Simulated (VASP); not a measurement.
# H6C17O in VASP: further runs

H6C17O is run at these levels: PBEsol; tasks: single point.

All numbers are computed with VASP 6.6.1; they aren't measurements. Logs are shortened: lines on timing, memory, paths and dates and some standing lists are left out, and cuts for length are marked.

## Step 1: The cell of the first run

The cell holds a slab with vacuum, 24 atoms: a = 5.049 Å, b = 5.049 Å, c = 17.776 Å, α = 90.00°, β = 90.00°, γ = 60.00°.

## Step 2: Single point, PBEsol

The input, INCAR:

```
PREC     = Accurate       # precision mode
ENCUT    = 520            # plane-wave cutoff, eV
EDIFF    = 1E-6           # SCF threshold, eV
ISMEAR   = -1             # smearing method
SIGMA    = 0.02           # smearing width, eV
LREAL    = Auto         
LASPH    = True           # aspherical terms in the spheres
NELM     = 80             # most SCF steps
ALGO     = Normal         # electronic algorithm
ISIF     = 2              # what is computed and relaxed
LWAVE    = False          # write WAVECAR
LCHARG   = False          # write CHGCAR
GGA      = PS             # functional
NBANDS   = 58             # bands
```

The input, KPOINTS:

```
Automatic mesh
0
Gamma
  3 3 1
```

The input, POSCAR:

```
H6C17O
1.0
    5.0487420000      0.0000000000      0.0000000000
    2.5243710000      4.3723390000      0.0000000000
    0.0000000000      0.0000000000     17.7764260000
H C O
6 17 1
Direct
    0.1666721879      0.1666613682      0.0562542774
    0.6666779319      0.1666613682      0.0562542774
    0.1666715721      0.6666683439      0.0562542774
    0.6666575092      0.6666683439      0.0562542774
    0.0198943567      0.4596624370      0.3286431142
    0.5163971643      0.4662721715      0.3295094301
    0.1666721879      0.1666613682      0.1181339826
    0.6666779319      0.1666613682      0.1181339826
    0.1666715721      0.6666683439      0.1181339826
    0.6666575092      0.6666683439      0.1181339826
   -0.1666613682      0.3333227364      0.1471218118
    0.3333443758      0.3333227364      0.1471218118
   -0.1666619840      0.8333297121      0.1471218118
    0.3333437600      0.8333297121      0.1471218118
   -0.1677591788      0.3355183576      0.2321782793
    0.3322298224      0.3354726155      0.2321276504
   -0.1641308474      0.8280693697      0.2421746644
    0.3367247907      0.8267657197      0.2399976238
    0.0014862374     -0.0040024344      0.2476200784
    0.5024951847     -0.0037508528      0.2479182261
    0.0052460479      0.4893948068      0.2672696975
    0.5046320303      0.4905154884      0.2674440858
   -0.0257213853      0.6523053222      0.4322072390
   -0.0246411386      0.6502240563      0.4956564385
```

Potentials or basis: VASP PAW PBE potentials, release 64 (H, C, O).

Launch:

```bash
$ cat potpaw_PBE.64/H/POTCAR potpaw_PBE.64/C/POTCAR potpaw_PBE.64/O/POTCAR > POTCAR
$ mpirun -np 1 vasp_std > vasp.out
```

OUTCAR:

```text
PREC = Accurate
   ENCUT = 520
   EDIFF = 1E-6
   ISMEAR = -1
   LREAL = Auto
   LASPH = True
   NELM = 80
   ISIF = 2
   GGA = PS

 ion  position               nearest neighbor table
   1  0.167  0.167  0.056-   7 1.10
   2  0.667  0.167  0.056-   8 1.10
   3  0.167  0.667  0.056-   9 1.10
   4  0.667  0.667  0.056-  10 1.10
   5  0.020  0.460  0.329-  21 1.10
   6  0.516  0.466  0.330-  22 1.11
   7  0.167  0.167  0.118-   1 1.10  14 1.55  11 1.55  12 1.55
   8  0.667  0.167  0.118-   2 1.10  11 1.55  13 1.55  12 1.55
   9  0.167  0.667  0.118-   3 1.10  13 1.55  14 1.55  12 1.55
  10  0.667  0.667  0.118-   4 1.10  14 1.55  13 1.55  11 1.55
  11  0.833  0.333  0.147-  15 1.51   8 1.55   7 1.55  10 1.55
  12  0.333  0.333  0.147-  16 1.51   8 1.55   7 1.55   9 1.55
  13  0.833  0.833  0.147-   8 1.55   9 1.55  10 1.55  17 1.69
  14  0.333  0.833  0.147-  10 1.55   7 1.55   9 1.55  18 1.65
  15  0.832  0.336  0.232-  19 1.51  11 1.51  21 1.56  22 1.56
  16  0.332  0.335  0.232-  20 1.51  12 1.51  21 1.56  22 1.56
  17  0.836  0.828  0.242-  20 1.46  19 1.46  21 1.55  13 1.69
  18  0.337  0.827  0.240-  19 1.47  20 1.47  22 1.55  14 1.65
  19  0.001  0.996  0.248-  17 1.46  18 1.47  15 1.51
  20  0.502  0.996  0.248-  17 1.46  18 1.47  16 1.51
  21  0.005  0.489  0.267-   5 1.10  17 1.55  15 1.56  16 1.56
  22  0.505  0.491  0.267-   6 1.11  18 1.55  16 1.56  15 1.56
  23  0.974  0.652  0.432-  24 1.13
  24  0.975  0.650  0.496-  23 1.13

  LATTYP: Found a hexagonal cell.
 ALAT       =     5.0487421480
 C/A-ratio  =     3.5209613561

  Lattice vectors:

 A1 = (  -2.5243710000,  -4.3723390000,   0.0000000000)
 A2 = (   5.0487420000,   0.0000000000,   0.0000000000)
 A3 = (   0.0000000000,   0.0000000000,  17.7764260000)

Analysis of symmetry for initial positions (statically):
=====================================================================
 Subroutine PRICEL returns:
 Original cell was already a primitive cell.

 Routine SETGRP: Setting up the symmetry group for a
 hexagonal supercell.

 Subroutine GETGRP returns: Found  1 space group operations
 (whereof  1 operations were pure point group operations)
 out of a pool of 24 trial point group operations.

The static configuration has the point symmetry C_1 .

Analysis of symmetry for dynamics (positions and initial velocities):
=====================================================================
 Subroutine PRICEL returns:
[... 137 lines left out ...]
   IBRION =     -1    ionic relax: 0-MD 1-quasi-New 2-CG
   NFREE  =      0    steps in history (QN), initial steepest desc. (CG)
   ISIF   =      2    stress and relaxation
   ISYM   =      2    0-nonsym 1-usesym 2-fastsym
   POTIM  = 0.5000    time-step for ionic-motion
   TEBEG  =    0.0;   TEEND  =   0.0 temperature during run
   PSTRESS=    0.0 pullay stress
   NELECT =      80.0000    total number of electrons
   NUPDOWN=      -1.0000    fix difference up-down
   EMIN   =  10.00;   EMAX   =-10.00  energy-range for DOS
   EFERMI =   0.00;   METHOD = LEGACY
   ISMEAR =    -1;   SIGMA  =   0.02  broadening in eV -4-tet -1-fermi 0-gaus
   EFERMI_NEDOS =   21; number of points for ismear=-14 and -15
   IALGO  =     38    algorithm
   IMIX   =      4    mixing-type and parameters
     AMIX     =   0.40;   BMIX     =  1.00
     AMIX_MAG =   1.60;   BMIX_MAG =  1.00
  volume/ion in A,a.u.               =      16.35       110.34
  Fermi-wavevector in a.u.,A,eV,Ry     =   0.963513  1.820776 12.631074  0.928358
  Thomas-Fermi vector in A             =   2.093065
   LORBIT       =      0    0 simple, 1 ext, 2 COOP (PROOUT), +10 PAW based schemes
   GGA     = PS    functional components
   LHFCALC =     F    Hartree Fock is set to
   AEXX    =    0.0000 exact exchange contribution
   IVDW    =     0    specifies the selected vdW correction
   LEPSILON=     F    determine dielectric tensor
   LRPA    =     F    only Hartree local field effects (RPA)
 non-spin polarized calculation
  energy-cutoff  :      520.00
  volume of cell :      392.41
 maximum number of plane-waves:     10627
 NGX is ok and might be reduce to    40
   NGX = 19   NGY = 19   NGZ = 67

 number of electron      80.0000008 magnetization

 Free energy of the ion-electron system (eV)
  ---------------------------------------------------
  ext. energy  EPLUGINS =         0.00000000
  ---------------------------------------------------
  free energy    TOTEN  =      -185.52673257 eV

  energy without entropy =     -185.52664550  energy(sigma->0) =     -185.52668904

 E-fermi :   1.1303     XC(G=0):  -5.2558

 val. band max:        0.9820532591   @ k =  -0.3333   0.3333   0.0000
 cond. band min:       1.2646310682   @ k =   0.0000   0.0000   0.0000
 fundamental gap:      0.2825778091
 Fermi energy:         1.1303008383

 k-point     1 :       0.0000    0.0000    0.0000
  band No.  band energies     occupation
      1     -25.2347      2.00000
      2     -20.4262      2.00000
      3     -17.5056      2.00000
      4     -15.2411      2.00000
      5     -15.2053      2.00000
      6     -15.1115      2.00000
[... 264 lines left out ...]
     51       6.4367      0.00000
     52       6.5788      0.00000
 [bands above 52 left out]

------------------------ aborting loop because EDIFF is reached ----------------------------------------

  FORCE on cell =-STRESS in cart. coord.  units (eV):
  Direction    XX          YY          ZZ          XY          YZ          ZX
  --------------------------------------------------------------------------------------
  -------------------------------------------------------------------------------------
  Total       -1.5846907     -3.7618542      2.5330444      0.0669816     -0.2512737      0.1619989
  in kB       -6.4701395    -15.3592881     10.3421760      0.2734796     -1.0259265      0.6614258
  external PRESSURE =      -3.8290839 kB  Pullay stress =       0.0000000 kB

 VOLUME and BASIS-vectors are now :
 -----------------------------------------------------------------------------
  energy-cutoff  :      520.00
  volume of cell :      392.41
      direct lattice vectors                 reciprocal lattice vectors
     5.048742000  0.000000000  0.000000000     0.198069143 -0.114355268  0.000000000
     2.524371000  4.372339000  0.000000000     0.000000000  0.228710537  0.000000000
     0.000000000  0.000000000 17.776426000     0.000000000  0.000000000  0.056254277

 POSITION                                       TOTAL-FORCE (eV/Angst)
 -----------------------------------------------------------------------------------
      1.26220      0.72870      1.00000        -0.000517     -0.055253     -0.231867
      3.78660      0.72870      1.00000         0.000319     -0.070710     -0.228207
      2.52440      2.91490      1.00000        -0.043028      0.104085     -0.275109
      5.04870      2.91490      1.00000         0.042686      0.104747     -0.275690
      1.26080      2.00980      5.84210        -0.004257      0.167723     -0.253524
      3.78420      2.03870      5.85750         0.000402      0.184937     -0.220711
[... 16 lines left out ...]
      6.56554      2.85210      7.68310         0.047434      0.351567     -1.657503
      6.56574      2.84300      8.81100         0.002865     -0.061364      2.178667
 -----------------------------------------------------------------------------------
    total drift:                                0.002489      0.002449     -0.026118

  FREE ENERGIE OF THE ION-ELECTRON SYSTEM (eV)
  ---------------------------------------------------
  free  energy   TOTEN  =      -185.5267325730 eV

  energy  without entropy=     -185.5266455042  energy(sigma->0) =     -185.52668904
```

Run time: 7.8 min. Hardware: 1 thread of Oxide Virtual Turin-like, shared host; peak memory 0.46 GiB.

What came out:

```yaml
Free_energy: -185.5267 eV
Largest_force: 2.413 eV/Å
Band_gap_on_the_k_mesh: 0.28 eV, indirect (least direct gap 0.56 eV)
```

Forces on the atoms (eV/Å):
```
H   -0.001 -0.055 -0.232
H    0.000 -0.071 -0.228
H   -0.043  0.104 -0.275
H    0.043  0.105 -0.276
H   -0.004  0.168 -0.254
H    0.000  0.185 -0.221
C    0.002 -0.015  1.661
C   -0.002  0.012  1.671
C    0.045 -0.036  1.152
C   -0.044 -0.035  1.167
C   -0.051  1.085 -1.689
C    0.045  1.083 -1.691
C    0.004 -0.353 -1.488
C   -0.008 -0.755 -1.516
C   -0.026 -1.078  1.861
C    0.021 -1.069  1.922
C    0.002  0.431 -0.694
C   -0.004  0.578 -0.664
C    0.152 -0.161  1.975
C   -0.151 -0.151  1.965
C   -0.034 -0.241 -2.401
C    0.002 -0.023 -2.266
C    0.047  0.352 -1.658
O    0.003 -0.061  2.179
```

Levels at points of the mesh, in eV from the valence-band top:
```csv
k point,band 37,band 38,band 39,band 40,band 41,band 42,band 43,band 44
"(0.00, 0.00, 0.00)",-3.14,-1.84,-1.75,-0.53,0.28,1.24,1.25,1.79
```

Caveat: the k points lie up to 0.48 Å⁻¹ apart; the PAW data sets were made with another functional, which shifts forces and pressure a little.

## Step 3: Single point, PBEsol

The input, INCAR:

```
SYSTEM = H6C17O
PREC = Accurate
ENCUT = 520
EDIFF = 1E-6
ISMEAR = -1
SIGMA = 0.02
LREAL = Auto
LASPH = .TRUE.
NELM = 100
ALGO = Normal
ISIF = 2
LWAVE = .FALSE.
LCHARG = .TRUE.
GGA = PS
LELF = .TRUE.
LVHAR = .TRUE.
NBANDS = 58
```

The input, KPOINTS:

```
Automatic mesh
0
G
  3 3 1
  0 0 0
```

The input, POSCAR:

```
H6C17O
1.0
    5.0487420000      0.0000000000      0.0000000000
    2.5243710000      4.3723390000      0.0000000000
    0.0000000000      0.0000000000     17.7764260000
H C O
6 17 1
Direct
    0.1666721879      0.1666613682      0.0562542774
    0.6666779319      0.1666613682      0.0562542774
    0.1666715721      0.6666683439      0.0562542774
    0.6666575092      0.6666683439      0.0562542774
   -0.0025066815      0.4992751020      0.3174091350
    0.4955196597      0.5122658604      0.3200362098
    0.1666721879      0.1666613682      0.1181339826
    0.6666779319      0.1666613682      0.1181339826
    0.1666715721      0.6666683439      0.1181339826
    0.6666575092      0.6666683439      0.1181339826
   -0.1666613682      0.3333227364      0.1471218118
    0.3333443758      0.3333227364      0.1471218118
   -0.1666619840      0.8333297121      0.1471218118
    0.3333437600      0.8333297121      0.1471218118
   -0.1550631631      0.3052142114      0.2348222303
    0.3480101895      0.3056945036      0.2351260034
   -0.1587663243      0.8159934534      0.2398344864
    0.3419475424      0.8169540376      0.2345803369
    0.0157373081     -0.0307615672      0.2585052811
    0.5141190462     -0.0291377224      0.2598441329
    0.0089107826      0.4799261905      0.2545393545
    0.5062538520      0.4865587961      0.2580833740
   -0.0518387222      0.7130965829      0.3914116370
   -0.0203136421      0.6428367059      0.4524869060
```

Potentials or basis: VASP PAW PBE potentials, release 64 (H, C, O).

Launch:

```bash
$ cat potpaw_PBE.64/H/POTCAR potpaw_PBE.64/C/POTCAR potpaw_PBE.64/O/POTCAR > POTCAR
$ mpirun -np 1 vasp_std > vasp.out
```

Run time: 4.6 min. Hardware: 1 thread of Oxide Virtual Turin-like, shared host; peak memory 0.47 GiB.

It converged, with:

```
Free energy            : -185.3825 eV
Largest force          : 2.963 eV/Å
Band gap on the k mesh : 0.38 eV, indirect (least direct gap 0.70 eV)
```

Forces on the atoms (eV/Å):
```
H   -0.004 -0.035 -0.328
H   -0.001 -0.111 -0.279
H   -0.102 -0.020 -0.226
H    0.105 -0.025 -0.214
H    0.000 -0.476  0.142
H   -0.021 -0.390  0.174
C    0.017 -0.004  1.187
C   -0.021  0.030  1.348
C    0.119 -0.089  1.793
C   -0.115 -0.076  1.855
C   -0.219 -1.175 -1.493
C    0.172 -1.118 -1.351
C    0.049  0.426 -1.446
C   -0.022 -0.156 -1.818
C    0.102  1.204 -0.557
C    0.001  1.155 -0.683
C   -0.016 -0.077 -0.721
C    0.011 -0.235 -0.046
C    0.002  1.217 -1.229
C   -0.022  1.250 -1.001
C    0.033 -1.168  2.406
C   -0.017 -1.253  1.918
C   -0.118  2.082 -2.104
O    0.068 -0.958  2.673
```

Levels at points of the mesh, in eV from the valence-band top:
```csv
k point,band 38,band 39,band 40,band 41,band 42,band 43
"(0.00, 0.00, 0.00)",-1.23,-1.12,-0.32,0.38,2.55,2.77
```

Caveat: the k points lie up to 0.48 Å⁻¹ apart; the PAW data sets were made with another functional, which shifts forces and pressure a little.

## Step 4: Single point, PBEsol

The input, INCAR:

```
SYSTEM = H6C17O
ALGO = Normal
EDIFF = 1E-7
ENCUT = 520
GGA = PS
ISIF = 2
ISMEAR = -1
LASPH = .TRUE.
LCHARG = .FALSE.
LREAL = Auto
LWAVE = .FALSE.
NBANDS = 58
NELM = 60
PREC = Accurate
SIGMA = 0.02
```

The input, KPOINTS:

```
k-points
0
G
  3 3 1
  0 0 0
```

The input, POSCAR:

```
H6C17O
1.0
    5.0487420000      0.0000000000      0.0000000000
    2.5243710000      4.3723390000      0.0000000000
    0.0000000000      0.0000000000     17.7764260000
H C O
6 17 1
Direct
    0.1666721879      0.1666613682      0.0562542774
    0.6666779319      0.1666613682      0.0562542774
    0.1666715721      0.6666683439      0.0562542774
    0.6666575092      0.6666683439      0.0562542774
    0.0224051010      0.4456882232      0.3250990947
    0.5159357992      0.4696113453      0.3260779191
    0.1666721879      0.1666613682      0.1181339826
    0.6666779319      0.1666613682      0.1181339826
    0.1666715721      0.6666683439      0.1181339826
    0.6666575092      0.6666683439      0.1181339826
   -0.1666613682      0.3333227364      0.1471218118
    0.3333443758      0.3333227364      0.1471218118
   -0.1666619840      0.8333297121      0.1471218118
    0.3333437600      0.8333297121      0.1471218118
   -0.1518341961      0.3040249166      0.2362060855
    0.3467209370      0.3043908535      0.2369880200
   -0.1590730015      0.8151014823      0.2386137686
    0.3423849366      0.8166338429      0.2422365441
    0.0120143114     -0.0264846802      0.2493020813
    0.5132122965     -0.0244720274      0.2526548362
    0.0179738482      0.4617208318      0.2643782277
    0.5134186201      0.4721500323      0.2641194580
   -0.1523554909      0.8956304623      0.3787262974
   -0.0134097382      0.6478454667      0.4060039965
```

Launch:

```bash
$ cat potpaw_PBE.64/H/POTCAR potpaw_PBE.64/C/POTCAR potpaw_PBE.64/O/POTCAR > POTCAR
$ mpirun -np 1 vasp_std > vasp.out
```

Run time: 6.3 min. Hardware: 1 thread of Oxide Virtual Turin-like, shared host; peak memory 0.47 GiB.

Results (log left out):

| Quantity | Value |
| --- | --- |
| Free energy | -185.7544 eV |
| Largest force | 3.170 eV/Å |
| Band gap on the k mesh | 0.53 eV, indirect (least direct gap 0.80 eV) |

Forces on the atoms (eV/Å):
```
H   -0.001 -0.082 -0.292
H   -0.005 -0.102 -0.263
H   -0.017  0.001 -0.256
H    0.019  0.009 -0.247
H   -0.068 -0.129 -0.067
H    0.012 -0.119  0.151
C    0.019  0.026  1.658
C   -0.019  0.103  1.643
C    0.090 -0.158  1.700
C   -0.097 -0.140  1.720
C   -0.054 -0.270 -0.947
C   -0.003 -0.342 -0.722
C   -0.029 -0.659 -1.660
C    0.030 -0.587 -1.557
C   -0.362  1.486 -1.545
C    0.314  1.428 -1.538
C    0.037 -1.755 -0.513
C   -0.012 -1.369 -2.088
C   -0.132  0.151  2.603
C    0.108  0.109  1.873
C   -0.089  0.874 -1.033
C    0.045  0.209  0.486
C    0.226 -1.852  0.922
O   -0.013  3.170 -0.029
```

Levels at points of the mesh, in eV from the valence-band top:
| k point | band 38 | band 39 | band 40 | band 41 | band 42 | band 43 |
| --- | --- | --- | --- | --- | --- | --- |
| (0.00, 0.00, 0.00) | -1.67 | -1.60 | -0.62 | 0.53 | 2.12 | 2.38 |

Caveat: the k points lie up to 0.48 Å⁻¹ apart; the PAW data sets were made with another functional, which shifts forces and pressure a little.
